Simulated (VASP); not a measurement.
Set up this calculation in VASP 6.6.1, as the native input.

```
Task                   : single point
Functional             : LDA
Potentials or basis    : VASP PAW LDA potentials, release 64 (Ga_d)
Cutoff                 : 520 eV
k mesh                 : 20 × 20 × 19
Occupations            : fermi-dirac, width 0.1 eV
Spin                   : no spin polarisation
Dipole correction      : no
Further INCAR settings : ALGO = Normal; EDIFF = 1e-07; NBANDS = 12
```

The structure of Ga lies in POSCAR:

```
Ga
1.0
    2.0664793996      0.0000000000      0.0000000000
   -1.0332396998      1.7896236564      0.0000000000
    0.0000000000      0.0000000000      2.0009607514
Ga
1
Direct
    0.0000000000      0.0000000000      0.0000000000
```

These files were run (other wordings do the same):

INCAR

```
PREC = Accurate
ENCUT = 520
EDIFF = 1E-7
ISMEAR = -1
SIGMA = 0.1
LREAL = F
LASPH = T
NELM = 80
ALGO = Normal
ISIF = 2
LWAVE = F
LCHARG = T
LELF = T
LVHAR = T
NBANDS = 12
```

KPOINTS

```
regular mesh
0
Gamma
  20 20 19
```

Potentials or basis: VASP PAW LDA potentials, release 64 (Ga_d).

Run with:

```console
$ cat potpaw_LDA.64/Ga_d/POTCAR > POTCAR
$ mpirun -np 1 vasp_std > vasp.out
```

It gave:

```json
{
  "Pressure": "462.2 GPa"
}
```

It used 16 s of CPU time on 1 thread of Intel(R) Xeon(R) Platinum 8488C (Sapphire Rapids), on a shared host.
